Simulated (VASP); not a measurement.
Runs of VASP 6.6.1 on Re. The structure is that of space group P6_3/mmc (No. 194), or close to it. The cells are those of the table. 

```csv
task,potentials or basis,cell,cutoff (eV),second run,gap on the mesh (eV),pressure (GPa)
single point,"VASP PAW PBE potentials, release 64 (Re_sv_GW)","a = 2.344, b = 2.344, c = 3.779 Å, angles 90.0, 90.0, 120.0°, 2 atoms",500,valence_matched,none,541.1
single point,"VASP PAW PBE potentials, release 64 (Re)","a = 2.343, b = 2.343, c = 3.776 Å, angles 90.0, 90.0, 120.0°, 2 atoms",520,-,none,556.6
single point,"VASP PAW PBE potentials, release 64 (Re)","a = 2.344, b = 2.344, c = 3.779 Å, angles 90.0, 90.0, 120.0°, 2 atoms",520,-,none,(a)
relaxation of cell and atoms,"VASP PAW PBE potentials, release 64 (Re)","relaxed to 540 GPa from a = 2.341, b = 2.341, c = 3.793 Å, angles 90.0, 90.0, 120.0°, 2 atoms",600,-,none,540.0
relaxation of cell and atoms,"VASP PAW PBE potentials, release 64 (Re)","relaxed to 540 GPa from a = 2.344, b = 2.344, c = 3.779 Å, angles 90.0, 90.0, 120.0°, 2 atoms",600,-,none,540.0
```

Alike in all rows: level PBE; no spin polarisation; k mesh 19 × 19 × 10; smearing fermi-dirac 0.08 eV.

Estimate the missing entries.

(a) 553.0.

Caveats: spin-orbit coupling is left out, which moves the levels of the heavy elements; the cell is relaxed towards a set pressure, so the enthalpy falls and the energy may rise (some runs).

A k mesh can miss the band edges, and the runs leave out spin-orbit coupling on Re.

A gap of «none» marks levels without a gap at the run's occupations.

The runs don't all hold the same shells in valence.
